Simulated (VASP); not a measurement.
# InSb: vibrations by perturbation theory with PBE

Crystal: InSb.

```
CELL_PARAMETERS angstrom
0.00000 3.31857 3.31857
3.31857 0.00000 3.31857
3.31857 3.31857 0.00000
ATOMIC_POSITIONS crystal
In 0.00000 0.00000 0.00000
Sb 0.75000 0.75000 0.75000
```

```
Program                : VASP 6.6.1
Task                   : vibrations by perturbation theory
Functional             : PBE
Potentials or basis    : VASP PAW PBE potentials, release 64 (In_d, Sb)
Cutoff                 : 520 eV
k mesh                 : 12 × 12 × 12
Occupations            : fermi-dirac, width 0.15 eV
Spin                   : no spin polarisation
Dipole correction      : no
Further INCAR settings : ALGO = Normal; EDIFF = 1e-08; NBANDS = 16; IBRION = 8; NSW = 1
```

| Quantity | Value |
| --- | --- |
| Highest phonon frequency at Γ, LO-TO splitting left out | 164 cm⁻¹ |

Phonon frequencies in cm⁻¹ (negative: imaginary):
| q point | frequencies |
| --- | --- |
| (0.000, 0.000, 0.000) | 0 0 0 164 164 164 |

Wall time 6 min on 1 thread of Intel(R) Xeon(R) 6975P-C (Granite Rapids), with other jobs on the host, peak memory 0.79 GiB.
